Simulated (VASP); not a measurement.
Crystal: Zn2SnO3.

```
Zn Sn O
1.0
     2.98784    0.00000    0.00000
     0.00000    2.98784    0.00000
     0.00000    0.00000    9.04608
Zn Sn O
2 1 3
Direct
  0.50000 0.50000 0.32482
  0.50000 0.50000 0.67518
  0.50000 0.50000 0.00000
  0.00000 0.00000 0.83907
  0.00000 0.00000 0.16093
  0.00000 0.00000 0.50000
```

| Quantity | Value |
| --- | --- |
| Program | VASP 6.6.1 |
| Task | relaxation of cell and atoms |
| Functional | PBE |
| Potentials or basis | VASP PAW PBE potentials, release 64 (Zn, Sn_d, O) |
| Cutoff | 600 eV |
| k mesh | 6 × 6 × 2 |
| Occupations | gaussian, width 0.1 eV |
| Spin | no spin polarisation |

At the start: pressure -9.6 GPa; volume 13.46 Å³/atom.

Question: Where does the relaxation end?

Answer: Over 10 steps the energy falls by 197.1 meV/atom and the volume is 11.59 Å³/atom (-13.9 %); space group P4/mmm (No. 123, to 0.05 Å).

Step by step:
```csv
step,energy change (eV),largest force (eV/Å),pressure (GPa),volume (Å³)
1,0.0000,1.3190,-9.65,80.76
2,-0.5951,1.6226,0.58,71.65
3,-0.6440,1.7517,6.97,68.18
4,-1.0263,0.9011,6.04,67.34
5,-1.0901,0.3719,6.26,66.87
6,-1.1641,0.1226,-3.01,71.27
7,-1.1760,0.1831,-0.69,70.02
8,-1.1813,0.1168,-0.16,69.67
9,-1.1819,0.0870,0.11,69.52
10,-1.1828,0.0373,0.02,69.54
```

Final structure:
```yaml
crystal:
  lattice:
    - [2.82705, 0.00000, 0.00000]
    - [0.00000, 2.82705, 0.00000]
    - [0.00000, 0.00000, 8.70096]
  atoms:
    - { symbol: Zn, position: [0.50000, 0.50000, 0.34568] }
    - { symbol: Zn, position: [0.50000, 0.50000, 0.65432] }
    - { symbol: Sn, position: [0.50000, 0.50000, 0.00000] }
    - { symbol: O, position: [0.00000, 0.00000, 0.80289] }
    - { symbol: O, position: [0.00000, 0.00000, 0.19711] }
    - { symbol: O, position: [0.00000, 0.00000, 0.50000] }
```
